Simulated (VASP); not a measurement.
# MnS (P6_3mc) in VASP: single point with r2SCAN

Aim: the single point of MnS with r2SCAN.

Everything below comes from runs of VASP 6.6.1. Logs are shortened: lines on timing, memory, paths and dates and some standing lists are left out, and cuts for length are marked.

## 1. The cell of the first run

The structure is hexagonal, space group P6_3mc (No. 186). Conventional cell: a = 3.976 Å, b = 3.976 Å, c = 6.432 Å, α = 90.00°, β = 90.00°, γ = 120.00°. Mn (site symmetry 3m) has 4 S at 2.41 to 2.48 Å within 3.2 Å. S (site symmetry 3m) has 4 Mn at 2.41 to 2.48 Å within 3.2 Å.

## 2. Single point, r2SCAN, collinear spin, antiferromagnetic start

POSCAR

```
MnS
1.0
    3.9760000000      0.0000000000      0.0000000000
   -1.9880000000      3.4433200000      0.0000000000
    0.0000000000      0.0000000000      6.4320000000
Mn S
2 2
Direct
    0.3333333333      0.6666666667      0.0000000000
    0.6666666667      0.3333333333      0.5000000000
    0.3333333333      0.6666666667      0.3850000000
    0.6666666667      0.3333333333      0.8850000000
```

INCAR.step1

```
  PREC = Accurate
  ENCUT = 520
  ISMEAR = -1
  SIGMA = 0.1
  LREAL = False
  LASPH = True
  NELM = 150
  ISPIN = 2
  MAGMOM = 5.2 -5.2 0 0
  LMAXMIX = 4
  NBANDS = 31
  GGA = PE
  ALGO = Normal
  EDIFF = 1E-4
  LWAVE = True
  LCHARG = False
```

INCAR.step2

```
  PREC = Accurate
  ENCUT = 520
  EDIFF = 1E-7
  ISMEAR = -1
  SIGMA = 0.1
  LREAL = False
  LASPH = True
  NELM = 150
  ALGO = Normal
  ISIF = 2
  LWAVE = False
  LCHARG = False
  ISPIN = 2
  MAGMOM = 5.2 -5.2 0 0
  LORBIT = 11
  LMAXMIX = 4
  METAGGA = R2SCAN
  LMIXTAU = True
  NBANDS = 31
  ISTART = 1
```

KPOINTS

```
Automatic mesh
0
Gamma
  8 8 4
```

Potentials or basis: VASP PAW PBE potentials, release 64 (Mn_pv, S).

Run with:

```sh
> cat potpaw_PBE.64/Mn_pv/POTCAR potpaw_PBE.64/S/POTCAR > POTCAR
> cp INCAR.step1 INCAR
> mpirun -np 1 vasp_std > vasp.out
> cp INCAR.step2 INCAR
> mpirun -np 1 vasp_std > vasp.out
```

OUTCAR:

```text
PREC = Accurate
   ENCUT = 520
   EDIFF = 1E-7
   ISMEAR = -1
   LREAL = False
   LASPH = True
   NELM = 150
   ISIF = 2
   ISPIN = 2
   LORBIT = 11
   METAGGA = R2SCAN
   ISTART = 1

 ion  position               nearest neighbor table
   1  0.333  0.667  0.000-   4 2.41   4 2.41   4 2.41   3 2.48
   2  0.667  0.333  0.500-   3 2.41   3 2.41   3 2.41   4 2.48
   3  0.333  0.667  0.385-   2 2.41   2 2.41   2 2.41   1 2.48
   4  0.667  0.333  0.885-   1 2.41   1 2.41   1 2.41   2 2.48

  LATTYP: Found a hexagonal cell.
 ALAT       =     3.9760000000
 C/A-ratio  =     1.6177062374

  Lattice vectors:

 A1 = (   3.9760000000,   0.0000000000,   0.0000000000)
 A2 = (  -1.9880000000,   3.4433200000,   0.0000000000)
 A3 = (   0.0000000000,   0.0000000000,   6.4320000000)

Analysis of symmetry for initial positions (statically):
=====================================================================
 Subroutine PRICEL returns:
 Original cell was already a primitive cell.

 Routine SETGRP: Setting up the symmetry group for a
 hexagonal supercell.

 Subroutine GETGRP returns: Found 12 space group operations
 (whereof  6 operations were pure point group operations)
 out of a pool of 24 trial point group operations.

The static configuration has the point symmetry C_3v.
 The point group associated with its full space group is C_6v.

Analysis of symmetry for dynamics (positions and initial velocities):
=====================================================================
 Subroutine PRICEL returns:
 Original cell was already a primitive cell.

 Routine SETGRP: Setting up the symmetry group for a
 hexagonal supercell.

 Subroutine GETGRP returns: Found 12 space group operations
 (whereof  6 operations were pure point group operations)
 out of a pool of 24 trial point group operations.

The dynamic configuration has the point symmetry C_3v.
 The point group associated with its full space group is C_6v.

Analysis of structural, dynamic, and magnetic symmetry:
=====================================================================
 Subroutine PRICEL returns:
 Original cell was already a primitive cell.

 Routine SETGRP: Setting up the symmetry group for a
 hexagonal supercell.

 Subroutine GETGRP returns: Found 12 space group operations
 (whereof  6 operations were pure point group operations)
 out of a pool of 24 trial point group operations.

The overall configuration has the point symmetry C_3v.
 The point group associated with its full space group is C_6v.

 Subroutine INISYM returns: Found 12 space group operations
 (whereof  6 operations are pure point group operations),
 and found     1 'primitive' translations

----------------------------------------------------------------------------------------

                                     Primitive cell

  volume of cell :      88.0582

  direct lattice vectors                    reciprocal lattice vectors
     3.976000000  0.000000000  0.000000000     0.251509054  0.145208694  0.000000000
    -1.988000000  3.443320000  0.000000000     0.000000000  0.290417388  0.000000000
     0.000000000  0.000000000  6.432000000     0.000000000  0.000000000  0.155472637

  length of vectors
     3.976000000  3.976002593  6.432000000     0.290417577  0.290417388  0.155472637

  position of ions in fractional coordinates (direct lattice)
     0.333333333  0.666666667  0.000000000
     0.666666667  0.333333333  0.500000000
     0.333333333  0.666666667  0.385000000
     0.666666667  0.333333333  0.885000000

  ion indices of the primitive-cell ions
   primitive index   ion index
                 1           1
                 2           2
                 3           3
                 4           4

----------------------------------------------------------------------------------------

 KPOINTS: Automatic mesh

Automatic generation of k-mesh.
 Grid dimensions read from file:
 generate k-points for:    8    8    4

 Generating k-lattice:

  Cartesian coordinates                     Fractional coordinates (reciprocal lattice)
     0.031438632  0.018151087  0.000000000     0.125000000 -0.000000000  0.000000000
     0.000000000  0.036302173  0.000000000     0.000000000  0.125000000  0.000000000
     0.000000000  0.000000000  0.038868159     0.000000000  0.000000000  0.250000000

  Length of vectors
     0.036302197  0.036302173  0.038868159

  Shift w.r.t. Gamma in fractional coordinates (k-lattice)
     0.000000000  0.000000000  0.000000000

 Subroutine IBZKPT returns following result:
 ===========================================

 Found     30 irreducible k-points:

 Following reciprocal coordinates:
            Coordinates               Weight
  0.000000  0.000000  0.000000      1.000000
  0.125000 -0.000000  0.000000      6.000000
  0.250000 -0.000000  0.000000      6.000000
  0.375000  0.000000  0.000000      6.000000
  0.500000 -0.000000  0.000000      3.000000
  0.125000  0.125000  0.000000      6.000000
[... 16 lines left out ...]
  0.250000 -0.000000  0.500000      6.000000
  0.375000  0.000000  0.500000      6.000000
 [... further k-points ...]
   k-points           NKPTS =     30   k-points in BZ     NKDIM =     30   number of bands    NBANDS=     31
   number of dos      NEDOS =    301   number of ions     NIONS =      4
   total plane-waves  NPLWV =  43200
   dimension x,y,z NGX =    30 NGY =   30 NGZ =   48
   dimension x,y,z NGXF=    60 NGYF=   60 NGZF=   96
   ions per type =               2   2
   NGX,Y,Z   is equivalent  to a cutoff of  12.54, 12.54, 12.41 a.u.
   NGXF,Y,Z  is equivalent  to a cutoff of  25.09, 25.09, 24.81 a.u.
 SYSTEM =  unknown system
   PREC   = accura    normal or accurate (medium, high low for compatibility)
   ISTART =      1    job   : 0-new  1-cont  2-samecut
   ICHARG =      0    charge: 1-file 2-atom 10-const
   ISPIN  =      2    spin polarized calculation?
   LNONCOLLINEAR =      F non collinear calculations
   LSORBIT =      F    spin-orbit coupling
   LASPH  =      T    aspherical Exc in radial PAW
   ENCUT  =  520.0 eV  38.22 Ry    6.18 a.u.   7.39  7.39 11.96*2*pi/ulx,y,z
   NELM   =    150;   NELMIN=  2; NELMDL=  0     # of ELM steps
   EDIFF  = 0.1E-06   stopping-criterion for ELM
   LREAL  =      F    real-space projection
   EDIFFG = 0.1E-05   stopping-criterion for IOM
   NSW    =      0    number of steps for IOM
   IBRION =     -1    ionic relax: 0-MD 1-quasi-New 2-CG
   NFREE  =      0    steps in history (QN), initial steepest desc. (CG)
   ISIF   =      2    stress and relaxation
   ISYM   =      2    0-nonsym 1-usesym 2-fastsym
   POTIM  = 0.5000    time-step for ionic-motion
   TEBEG  =    0.0;   TEEND  =   0.0 temperature during run
   PSTRESS=    0.0 pullay stress
   NELECT =      38.0000    total number of electrons
   NUPDOWN=      -1.0000    fix difference up-down
   EMIN   =  10.00;   EMAX   =-10.00  energy-range for DOS
   EFERMI =   0.00;   METHOD = LEGACY
   ISMEAR =    -1;   SIGMA  =   0.10  broadening in eV -4-tet -1-fermi 0-gaus
   EFERMI_NEDOS =   21; number of points for ismear=-14 and -15
   IALGO  =     38    algorithm
   IMIX   =      4    mixing-type and parameters
     AMIX     =   0.40;   BMIX     =  1.00
     AMIX_MAG =   1.60;   BMIX_MAG =  1.00
  volume/ion in A,a.u.               =      22.01       148.56
  Fermi-wavevector in a.u.,A,eV,Ry     =   1.237123  2.337823 20.823342  1.530472
  Thomas-Fermi vector in A             =   2.371703
   LORBIT       =     11    0 simple, 1 ext, 2 COOP (PROOUT), +10 PAW based schemes
   METAGGA = R2SCAN    functional components
   LHFCALC =     F    Hartree Fock is set to
   AEXX    =    0.0000 exact exchange contribution
   IVDW    =     0    specifies the selected vdW correction
   LEPSILON=     F    determine dielectric tensor
   LRPA    =     F    only Hartree local field effects (RPA)
 spin polarized calculation
  energy-cutoff  :      520.00
  volume of cell :       88.06
 maximum number of plane-waves:      2412
 NGX is ok and might be reduce to    30
   NGX = 15   NGY = 15   NGZ = 23

 number of electron      37.9999996 magnetization      -0.0000000

 number of electron      37.9999996 magnetization       0.0000000

 Free energy of the ion-electron system (eV)
  ---------------------------------------------------
  ext. energy  EPLUGINS =         0.00000000
  ---------------------------------------------------
  free energy    TOTEN  =       -49.97946725 eV

  energy without entropy =      -49.97936783  energy(sigma->0) =      -49.97941754

 E-fermi :   4.5833     XC(G=0):  -9.8561

 val. band max:        3.8351544221   @ k =   0.0000   0.0000   0.0000
 cond. band min:       5.4415669178   @ k =   0.3750   0.2500   0.5000
 fundamental gap:      1.6064124957
 Fermi energy:         4.5832849182

 spin component 1

 k-point     1 :       0.0000    0.0000    0.0000
  band No.  band energies     occupation
      1     -48.6799      1.00000
      2     -48.6798      1.00000
      3     -48.6715      1.00000
      4     -42.6009      1.00000
      5     -42.5840      1.00000
      6     -42.5839      1.00000
[... 23 lines left out ...]
     30      12.4356      0.00000
     31      12.4615      0.00000

 k-point     2 :       0.1250   -0.0000    0.0000
  band No.  band energies     occupation
      1     -48.6803      1.00000
      2     -48.6799      1.00000
      3     -48.6714      1.00000
      4     -42.6008      1.00000
      5     -42.5847      1.00000
      6     -42.5841      1.00000
[... 23 lines left out ...]
     30      12.0218      0.00000
     31      12.4197      0.00000

 k-point     3 :       0.2500   -0.0000    0.0000
  band No.  band energies     occupation
      1     -48.6811      1.00000
      2     -48.6802      1.00000
      3     -48.6714      1.00000
      4     -42.6007      1.00000
      5     -42.5862      1.00000
      6     -42.5845      1.00000
[... 703 lines left out ...]
     30      12.1317      0.00000
     31      12.1930      0.00000

 k-point    24 :       0.3750    0.0000    0.5000
  band No.  band energies     occupation
      1     -48.6820      1.00000
      2     -48.6804      1.00000
      3     -48.6713      1.00000
      4     -42.6005      1.00000
      5     -42.5877      1.00000
      6     -42.5849      1.00000
[... 23 lines left out ...]
     30      12.6729      0.00000
     31      12.7120      0.00000

 [... further k-points ...]

 spin component 2

 k-point     1 :       0.0000    0.0000    0.0000
  band No.  band energies     occupation
      1     -48.6799      1.00000
      2     -48.6798      1.00000
      3     -48.6715      1.00000
      4     -42.6009      1.00000
      5     -42.5840      1.00000
      6     -42.5839      1.00000
[... 23 lines left out ...]
     30      12.4356      0.00000
     31      12.4615      0.00000

 k-point     2 :       0.1250   -0.0000    0.0000
  band No.  band energies     occupation
      1     -48.6803      1.00000
      2     -48.6799      1.00000
      3     -48.6714      1.00000
      4     -42.6008      1.00000
      5     -42.5847      1.00000
      6     -42.5841      1.00000
[... 23 lines left out ...]
     30      12.0218      0.00000
     31      12.4197      0.00000

 k-point     3 :       0.2500   -0.0000    0.0000
  band No.  band energies     occupation
      1     -48.6811      1.00000
      2     -48.6802      1.00000
      3     -48.6714      1.00000
      4     -42.6007      1.00000
      5     -42.5862      1.00000
      6     -42.5845      1.00000
[... 703 lines left out ...]
     30      12.1317      0.00000
     31      12.1930      0.00000

 k-point    24 :       0.3750    0.0000    0.5000
  band No.  band energies     occupation
      1     -48.6820      1.00000
      2     -48.6804      1.00000
      3     -48.6713      1.00000
      4     -42.6005      1.00000
      5     -42.5877      1.00000
      6     -42.5849      1.00000
[... 23 lines left out ...]
     30      12.6729      0.00000
     31      12.7120      0.00000

 [... further k-points ...]
[... 5 lines left out ...]
  --------------------------------------------------------------------------------------
  -------------------------------------------------------------------------------------
  Total        0.5742066      0.5742076     -1.7069407      0.0000000      0.0000000      0.0000000
  in kB       10.4474176     10.4474357    -31.0569804      0.0000000      0.0000000      0.0000000
  external PRESSURE =      -3.3873757 kB  Pullay stress =       0.0000000 kB

 VOLUME and BASIS-vectors are now :
 -----------------------------------------------------------------------------
  energy-cutoff  :      520.00
  volume of cell :       88.06
      direct lattice vectors                 reciprocal lattice vectors
     3.976000000  0.000000000  0.000000000     0.251509054  0.145208694  0.000000000
    -1.988000000  3.443320000  0.000000000     0.000000000  0.290417388  0.000000000
     0.000000000  0.000000000  6.432000000     0.000000000  0.000000000  0.155472637

 POSITION                                       TOTAL-FORCE (eV/Angst)
 -----------------------------------------------------------------------------------
     -0.00000      2.29555      0.00000         0.000000      0.000000      0.447902
      1.98800      1.14777      3.21600        -0.000000      0.000000      0.447902
     -0.00000      2.29555      2.47632         0.000000     -0.000000     -0.447902
      1.98800      1.14777      5.69232        -0.000000      0.000000     -0.447902
 -----------------------------------------------------------------------------------
    total drift:                               -0.000000     -0.000000      0.005473

  FREE ENERGIE OF THE ION-ELECTRON SYSTEM (eV)
  ---------------------------------------------------
  free  energy   TOTEN  =       -49.9794672494 eV

  energy  without entropy=      -49.9793678344  energy(sigma->0) =      -49.97941754

 total charge

# of ion       s       p       d       tot
------------------------------------------
    1        0.268   6.203   4.897  11.368
    2        0.268   6.203   4.897  11.368
    3        1.301   2.488   0.000   3.790
    4        1.301   2.488   0.000   3.790
--------------------------------------------------
tot          3.139  17.384   9.793  30.316

 magnetization (x)

# of ion       s       p       d       tot
------------------------------------------
    1        0.036   0.050   4.288   4.375
    2       -0.036  -0.050  -4.288  -4.375
    3       -0.005  -0.025   0.000  -0.030
    4        0.005   0.025   0.000   0.030
--------------------------------------------------
tot          0.000   0.000   0.000   0.000
```

It took 4.9 min on 1 thread of Intel Xeon 6975P-C (Granite Rapids), shared host; peak memory 0.31 GiB.

What came out:

```
Free energy                                           : -49.9795 eV
Pressure                                              : -0.3 GPa
Largest force                                         : 0.448 eV/Å
Band gap on the k mesh                                : 1.61 eV (least direct gap 2.35 eV)
Net moment                                            : 0.00 μB per cell
Site moments                                          : Mn +4.38, -4.38; S -0.03, +0.03 μB
Valence electrons inside the program's atomic spheres : Mn 11.37; S 3.79
```

Forces on the atoms (eV/Å):
```
Mn   0.000  0.000  0.448
Mn   0.000  0.000  0.448
S    0.000  0.000 -0.448
S    0.000  0.000 -0.448
```

Caveat: the antiferromagnetic order is the one typed at the start, and another may lie lower; the PAW data sets were made with another functional, which shifts forces and pressure a little. A k mesh can miss the band edges.
